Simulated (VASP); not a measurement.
# Sc2B2Sb (P6/mmm) in VASP: further runs

Sc2B2Sb is run at these levels: PBE; tasks: single point, relaxation of cell and atoms.

Everything below comes from runs of VASP 6.6.1. Logs are shortened: lines on timing, memory, paths and dates and some standing lists are left out, and cuts for length are marked.

**1. The cell of the first run**

The structure is hexagonal, space group P6/mmm (No. 191). Conventional cell: a = 3.233 Å, b = 3.233 Å, c = 9.164 Å, α = 90.00°, β = 90.00°, γ = 120.00°. Within 3.4 Å of Sc (site symmetry 6mm) lie 6 B at 2.49 Å and 1 Sb at 2.93 Å and 7 Sc at 3.23 to 3.31 Å. Within 2.5 Å of B (site symmetry -6m2) lie 3 B at 1.87 Å and 6 Sc at 2.49 Å. Sb (site symmetry 6/mmm) has 2 Sc at 2.93 Å and 6 Sb at 3.23 Å within 3.9 Å.

The cell was generated, and may not be a known phase.

**2. Single point, PBE**

Contents of INCAR:

```
SYSTEM = Sc2B2Sb
PREC     = Accurate       ! precision mode
ENCUT    = 520            ! plane-wave cutoff, eV
EDIFF    = 1E-7           ! SCF threshold, eV
ISMEAR   = 0              ! smearing method
SIGMA    = 0.1            ! smearing width, eV
LREAL    = .FALSE.        ! projectors in reciprocal space
LASPH    = .TRUE.         ! aspherical terms in the spheres
NELM     = 60             ! most SCF steps
ALGO     = Normal         ! electronic algorithm
ISIF     = 2              ! what is computed and relaxed
LWAVE    = .FALSE.        ! write WAVECAR
LCHARG   = .FALSE.        ! write CHGCAR
GGA      = PE             ! functional
NBANDS   = 24             ! bands
```

Contents of KPOINTS:

```
regular mesh
0
G
  12 12 4
  0 0 0
```

Contents of POSCAR:

```
Sc2B2Sb
1.0
    3.2334356695      0.0000000000      0.0000000000
   -1.6167178348      2.8002374313      0.0000000000
    0.0000000000      0.0000000000      9.1643744201
Sc B Sb
2 2 1
Direct
    0.0000000000      0.0000000000      0.6805907927
    0.0000000000      0.0000000000      0.3194092073
    0.3333333333      0.6666666667      0.5000000000
    0.6666666667      0.3333333333      0.5000000000
    0.0000000000      0.0000000000      0.0000000000
```

Potentials or basis: VASP PAW PBE potentials, release 64 (Sc_sv, B, Sb).

Started as:

```console
$ cat potpaw_PBE.64/Sc_sv/POTCAR potpaw_PBE.64/B/POTCAR potpaw_PBE.64/Sb/POTCAR > POTCAR
$ mpirun -np 1 vasp_std > vasp.out
```

OUTCAR:

```text
SYSTEM = Sc2B2Sb
   PREC = Accurate
   ENCUT = 520
   EDIFF = 1E-7
   ISMEAR = 0
   LREAL = .FALSE.
   LASPH = .TRUE.
   NELM = 60
   ISIF = 2
   GGA = PE

 ion  position               nearest neighbor table
   1  0.000  0.000  0.681-   3 2.49   4 2.49   4 2.49   3 2.49   4 2.49   3 2.49   5 2.93   2 3.31

   2  0.000  0.000  0.319-   3 2.49   4 2.49   4 2.49   3 2.49   4 2.49   3 2.49   5 2.93   1 3.31

   3  0.333  0.667  0.500-   4 1.87   4 1.87   4 1.87   1 2.49   2 2.49   2 2.49   1 2.49   2 2.49
                             1 2.49
   4  0.667  0.333  0.500-   3 1.87   3 1.87   3 1.87   1 2.49   2 2.49   1 2.49   2 2.49   1 2.49
                             2 2.49
   5  0.000  0.000  0.000-   1 2.93   2 2.93

  LATTYP: Found a hexagonal cell.
 ALAT       =     3.2334356695
 C/A-ratio  =     2.8342528990

  Lattice vectors:

 A1 = (   3.2334356695,   0.0000000000,   0.0000000000)
 A2 = (  -1.6167178348,   2.8002374313,   0.0000000000)
 A3 = (   0.0000000000,   0.0000000000,   9.1643744201)

Analysis of symmetry for initial positions (statically):
=====================================================================
 Subroutine PRICEL returns:
 Original cell was already a primitive cell.

 Routine SETGRP: Setting up the symmetry group for a
 hexagonal supercell.

 Subroutine GETGRP returns: Found 24 space group operations
 (whereof 24 operations were pure point group operations)
 out of a pool of 24 trial point group operations.

The static configuration has the point symmetry D_6h.

Analysis of symmetry for dynamics (positions and initial velocities):
=====================================================================
 Subroutine PRICEL returns:
 Original cell was already a primitive cell.

 Routine SETGRP: Setting up the symmetry group for a
 hexagonal supercell.

 Subroutine GETGRP returns: Found 24 space group operations
 (whereof 24 operations were pure point group operations)
 out of a pool of 24 trial point group operations.

The dynamic configuration has the point symmetry D_6h.

 Subroutine INISYM returns: Found 24 space group operations
 (whereof 24 operations are pure point group operations),
 and found     1 'primitive' translations

----------------------------------------------------------------------------------------

                                     Primitive cell

  volume of cell :      82.9778

  direct lattice vectors                    reciprocal lattice vectors
     3.233435669  0.000000000  0.000000000     0.309268562  0.178556288  0.000000000
    -1.616717835  2.800237431  0.000000000     0.000000000  0.357112575  0.000000000
     0.000000000  0.000000000  9.164374420     0.000000000  0.000000000  0.109118196

  length of vectors
     3.233435669  3.233435670  9.164374420     0.357112575  0.357112575  0.109118196

  position of ions in fractional coordinates (direct lattice)
     0.000000000  0.000000000  0.680590793
     0.000000000  0.000000000  0.319409207
     0.333333333  0.666666667  0.500000000
     0.666666667  0.333333333  0.500000000
     0.000000000  0.000000000  0.000000000

  ion indices of the primitive-cell ions
   primitive index   ion index
                 1           1
                 2           2
                 3           3
                 4           4
                 5           5

----------------------------------------------------------------------------------------

 KPOINTS: regular mesh

Automatic generation of k-mesh.
 Grid dimensions read from file:
 generate k-points for:   12   12    4

 Generating k-lattice:

  Cartesian coordinates                     Fractional coordinates (reciprocal lattice)
     0.025772380  0.014879691  0.000000000     0.083333333  0.000000000  0.000000000
     0.000000000  0.029759381  0.000000000     0.000000000  0.083333333  0.000000000
     0.000000000  0.000000000  0.027279549     0.000000000  0.000000000  0.250000000

  Length of vectors
     0.029759381  0.029759381  0.027279549

  Shift w.r.t. Gamma in fractional coordinates (k-lattice)
     0.000000000  0.000000000  0.000000000

 Subroutine IBZKPT returns following result:
 ===========================================

 Found     57 irreducible k-points:

 Following reciprocal coordinates:
            Coordinates               Weight
  0.000000  0.000000  0.000000      1.000000
  0.083333 -0.000000  0.000000      6.000000
  0.166667  0.000000  0.000000      6.000000
  0.250000  0.000000  0.000000      6.000000
  0.333333  0.000000  0.000000      6.000000
  0.416667 -0.000000  0.000000      6.000000
[... 16 lines left out ...]
  0.250000  0.000000  0.250000     12.000000
  0.333333  0.000000  0.250000     12.000000
 [... further k-points ...]
   k-points           NKPTS =     57   k-points in BZ     NKDIM =     57   number of bands    NBANDS=     24
   number of dos      NEDOS =    301   number of ions     NIONS =      5
   total plane-waves  NPLWV =  40320
   dimension x,y,z NGX =    24 NGY =   24 NGZ =   70
   dimension x,y,z NGXF=    48 NGYF=   48 NGZF=  140
   ions per type =               2   2   1
   NGX,Y,Z   is equivalent  to a cutoff of  12.34, 12.34, 12.70 a.u.
   NGXF,Y,Z  is equivalent  to a cutoff of  24.68, 24.68, 25.40 a.u.
 SYSTEM =  Sc2B2Sb
   PREC   = accura    normal or accurate (medium, high low for compatibility)
   ISTART =      0    job   : 0-new  1-cont  2-samecut
   ICHARG =      2    charge: 1-file 2-atom 10-const
   ISPIN  =      1    spin polarized calculation?
   LNONCOLLINEAR =      F non collinear calculations
   LSORBIT =      F    spin-orbit coupling
   LASPH  =      T    aspherical Exc in radial PAW
   ENCUT  =  520.0 eV  38.22 Ry    6.18 a.u.   6.01  6.01 17.04*2*pi/ulx,y,z
   NELM   =     60;   NELMIN=  2; NELMDL= -5     # of ELM steps
   EDIFF  = 0.1E-06   stopping-criterion for ELM
   LREAL  =      F    real-space projection
   EDIFFG = 0.1E-05   stopping-criterion for IOM
   NSW    =      0    number of steps for IOM
   IBRION =     -1    ionic relax: 0-MD 1-quasi-New 2-CG
   NFREE  =      0    steps in history (QN), initial steepest desc. (CG)
   ISIF   =      2    stress and relaxation
   ISYM   =      2    0-nonsym 1-usesym 2-fastsym
   POTIM  = 0.5000    time-step for ionic-motion
   TEBEG  =    0.0;   TEEND  =   0.0 temperature during run
   PSTRESS=    0.0 pullay stress
   NELECT =      33.0000    total number of electrons
   NUPDOWN=      -1.0000    fix difference up-down
   EMIN   =  10.00;   EMAX   =-10.00  energy-range for DOS
   EFERMI =   0.00;   METHOD = LEGACY
   ISMEAR =     0;   SIGMA  =   0.10  broadening in eV -4-tet -1-fermi 0-gaus
   EFERMI_NEDOS =   21; number of points for ismear=-14 and -15
   IALGO  =     38    algorithm
   IMIX   =      4    mixing-type and parameters
     AMIX     =   0.40;   BMIX     =  1.00
     AMIX_MAG =   1.60;   BMIX_MAG =  1.00
  volume/ion in A,a.u.               =      16.60       111.99
  Fermi-wavevector in a.u.,A,eV,Ry     =   1.203905  2.275050 19.720107  1.449387
  Thomas-Fermi vector in A             =   2.339645
   LORBIT       =      0    0 simple, 1 ext, 2 COOP (PROOUT), +10 PAW based schemes
   GGA     = PE    functional components
   LHFCALC =     F    Hartree Fock is set to
   AEXX    =    0.0000 exact exchange contribution
   IVDW    =     0    specifies the selected vdW correction
   LEPSILON=     F    determine dielectric tensor
   LRPA    =     F    only Hartree local field effects (RPA)
 non-spin polarized calculation
 Gauss-broadening in eV      SIGMA  =   0.10
  energy-cutoff  :      520.00
  volume of cell :       82.98
 maximum number of plane-waves:      2268
   NGX = 13   NGY = 13   NGZ = 35

 number of electron      32.9999998 magnetization

 Free energy of the ion-electron system (eV)
  ---------------------------------------------------
  ext. energy  EPLUGINS =         0.00000000
  ---------------------------------------------------
  free energy    TOTEN  =       -32.56487294 eV

  energy without entropy =      -32.55781689  energy(sigma->0) =      -32.56134491

 E-fermi :   6.3029     XC(G=0): -10.5774

 val. band max:        6.2434756643   @ k =   0.1667   0.1667   0.5000
 cond. band min:       6.3153417716   @ k =   0.5000   0.0000   0.5000
 fundamental gap:      0.0718661073
 Fermi energy:         6.3029030945

 k-point     1 :       0.0000    0.0000    0.0000
  band No.  band energies     occupation
      1     -42.7500      2.00000
      2     -42.7396      2.00000
      3     -21.5875      2.00000
      4     -21.4495      2.00000
      5     -21.2216      2.00000
      6     -21.2216      2.00000
[... 16 lines left out ...]
     23       9.6069      0.00000
     24       9.8766      0.00000

 k-point     2 :       0.0833   -0.0000    0.0000
  band No.  band energies     occupation
      1     -42.7468      2.00000
      2     -42.7364      2.00000
      3     -21.5824      2.00000
      4     -21.4456      2.00000
      5     -21.2473      2.00000
      6     -21.2346      2.00000
[... 16 lines left out ...]
     23       9.8094      0.00000
     24       9.9555      0.00000

 k-point     3 :       0.1667    0.0000    0.0000
  band No.  band energies     occupation
      1     -42.7380      2.00000
      2     -42.7277      2.00000
      3     -21.5685      2.00000
      4     -21.4349      2.00000
      5     -21.3168      2.00000
      6     -21.3021      2.00000
[... 16 lines left out ...]
     23       9.4580      0.00000
     24      10.1610      0.00000

 k-point     4 :       0.2500    0.0000    0.0000
  band No.  band energies     occupation
      1     -42.7259      2.00000
      2     -42.7158      2.00000
      3     -21.5498      2.00000
      4     -21.4215      2.00000
      5     -21.4101      2.00000
      6     -21.3917      2.00000
[... 16 lines left out ...]
     23       9.3237      0.00000
     24       9.9349      0.00000

 k-point     5 :       0.3333    0.0000    0.0000
  band No.  band energies     occupation
      1     -42.7138      2.00000
      2     -42.7038      2.00000
      3     -21.5347      2.00000
      4     -21.4982      2.00000
      5     -21.4837      2.00000
      6     -21.4042      2.00000
[... 16 lines left out ...]
     23       9.7487      0.00000
     24       9.7872      0.00000

 k-point     6 :       0.4167   -0.0000    0.0000
  band No.  band energies     occupation
      1     -42.7049      2.00000
      2     -42.6951      2.00000
      3     -21.5733      2.00000
      4     -21.5481      2.00000
      5     -21.5121      2.00000
      6     -21.3936      2.00000
[... 16 lines left out ...]
     23      10.1256      0.00000
     24      10.2960      0.00000
[... 379 lines left out ...]
 k-point    21 :       0.0833   -0.0000    0.2500
  band No.  band energies     occupation
      1     -42.7468      2.00000
      2     -42.7364      2.00000
      3     -21.5825      2.00000
      4     -21.4455      2.00000
      5     -21.2472      2.00000
      6     -21.2347      2.00000
[... 16 lines left out ...]
     23       9.7377      0.00000
     24       9.9618      0.00000

 k-point    22 :       0.1667    0.0000    0.2500
  band No.  band energies     occupation
      1     -42.7380      2.00000
      2     -42.7277      2.00000
      3     -21.5686      2.00000
      4     -21.4348      2.00000
      5     -21.3168      2.00000
      6     -21.3021      2.00000
[... 16 lines left out ...]
     23       9.3101      0.00000
     24      10.1256      0.00000

 k-point    23 :       0.2500    0.0000    0.2500
  band No.  band energies     occupation
      1     -42.7260      2.00000
      2     -42.7157      2.00000
      3     -21.5500      2.00000
      4     -21.4213      2.00000
      5     -21.4101      2.00000
      6     -21.3917      2.00000
[... 16 lines left out ...]
     23       9.2226      0.00000
     24      10.2131      0.00000

 k-point    24 :       0.3333    0.0000    0.2500
  band No.  band energies     occupation
      1     -42.7138      2.00000
      2     -42.7038      2.00000
      3     -21.5349      2.00000
      4     -21.4981      2.00000
      5     -21.4837      2.00000
      6     -21.4040      2.00000
[... 16 lines left out ...]
     23       9.6909      0.00000
     24       9.9592      0.00000

 [... further k-points ...]

------------------------ aborting loop because EDIFF is reached ----------------------------------------

  FORCE on cell =-STRESS in cart. coord.  units (eV):
  Direction    XX          YY          ZZ          XY          YZ          ZX
  --------------------------------------------------------------------------------------
  -------------------------------------------------------------------------------------
  Total        0.0671993      0.0671993      0.1498179     -0.0000000      0.0000000      0.0000000
  in kB        1.2975187      1.2975187      2.8927597     -0.0000000      0.0000000      0.0000000
  external PRESSURE =       1.8292657 kB  Pullay stress =       0.0000000 kB

 VOLUME and BASIS-vectors are now :
 -----------------------------------------------------------------------------
  energy-cutoff  :      520.00
  volume of cell :       82.98
      direct lattice vectors                 reciprocal lattice vectors
     3.233435669  0.000000000  0.000000000     0.309268562  0.178556288  0.000000000
    -1.616717835  2.800237431  0.000000000     0.000000000  0.357112575  0.000000000
     0.000000000  0.000000000  9.164374420     0.000000000  0.000000000  0.109118196

 POSITION                                       TOTAL-FORCE (eV/Angst)
 -----------------------------------------------------------------------------------
      0.00000      0.00000      6.23719         0.000000      0.000000      0.034928
      0.00000      0.00000      2.92719        -0.000000      0.000000     -0.034928
     -0.00000      1.86682      4.58219         0.000000     -0.000000      0.000000
      1.61672      0.93341      4.58219        -0.000000     -0.000000     -0.000000
      0.00000      0.00000      0.00000        -0.000000     -0.000000      0.000000
 -----------------------------------------------------------------------------------
    total drift:                               -0.000000      0.000000      0.000000

  FREE ENERGIE OF THE ION-ELECTRON SYSTEM (eV)
  ---------------------------------------------------
  free  energy   TOTEN  =       -32.5648729383 eV

  energy  without entropy=      -32.5578168880  energy(sigma->0) =      -32.56134491
```

It took 45 s on 1 thread of Intel Xeon 6975P-C (Granite Rapids), shared host; peak memory 0.27 GiB.

Results:

| Quantity | Value |
| --- | --- |
| Free energy | -32.5649 eV |
| Pressure | 0.2 GPa |
| Largest force | 0.035 eV/Å |
| Band gap on the k mesh | zero (an odd number of electrons rules out a gap without spin polarisation) |

Forces on the atoms (eV/Å):
```
Sc   0.000  0.000  0.035
Sc   0.000  0.000 -0.035
B    0.000  0.000  0.000
B    0.000  0.000  0.000
Sb   0.000  0.000  0.000
```

Levels at points of the mesh, in eV from the Fermi level:
| k point | band 15 | band 16 | band 17 | band 18 | band 19 | band 20 |
| --- | --- | --- | --- | --- | --- | --- |
| (0.00, 0.00, 0.00) | -1.22 | 1.63 | 1.63 | 1.81 | 1.82 | 1.82 |
| (0.50, 0.00, 0.00) | -2.01 | -1.16 | -0.58 | 0.02 | 1.53 | 1.99 |
| (0.00, 0.00, 0.50) | -0.98 | 1.65 | 1.68 | 1.68 | 1.82 | 1.82 |
| (0.50, 0.00, 0.50) | -1.88 | -1.58 | -0.56 | 0.01 | 1.54 | 1.75 |

Caveat: spin-orbit coupling is left out, which moves the levels of the heavy elements.

[end of part 1 of 2]

The gap in the log of VASP goes by the Fermi energy; the results here count the filled bands.